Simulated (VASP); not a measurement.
Crystal: CdS (Hawleyite).

```
Cd S
1.0
     0.00000    2.91650    2.91650
     2.91650    0.00000    2.91650
     2.91650    2.91650    0.00000
Cd S
1 1
Direct
  0.00000 0.00000 0.00000
  0.25000 0.25000 0.25000
```

```yaml
Program: VASP 6.6.1
Task: relaxation of cell and atoms
Functional: PBE
Potentials_or_basis: VASP PAW PBE potentials, release 64 (Cd, S)
Cutoff: 600 eV
k_mesh: 6 × 6 × 6
Occupations: gaussian, width 0.01 eV
Spin: no spin polarisation
```

At the start: pressure 3.2 GPa; volume 24.81 Å³/atom.

Question: How do energy, volume and symmetry change on relaxing?

Answer: Over 3 steps the energy falls by 12.7 meV/atom and the volume is 26.15 Å³/atom (+5.4 %); space group F-43m (No. 216, to 0.05 Å).

The path:
| step | energy change (eV) | largest force (eV/Å) | pressure (GPa) | volume (Å³) |
| --- | --- | --- | --- | --- |
| 1 | 0.0000 | 0.0000 | 3.19 | 49.62 |
| 2 | -0.0227 | 0.0000 | -0.91 | 53.24 |
| 3 | -0.0254 | 0.0000 | 0.03 | 52.30 |

Final structure:
```cif
data_structure
_symmetry_space_group_name_H-M 'P 1'
_symmetry_Int_Tables_number 1
_cell_length_a 4.1976
_cell_length_b 4.1976
_cell_length_c 4.1976
_cell_angle_alpha 60.000
_cell_angle_beta 60.000
_cell_angle_gamma 60.000
_cell_volume 52.30
loop_
_atom_site_label
_atom_site_type_symbol
_atom_site_fract_x
_atom_site_fract_y
_atom_site_fract_z
_atom_site_occupancy
Cd1 Cd 0.00000 0.00000 0.00000 1
S1 S 0.25000 0.25000 0.25000 1
```
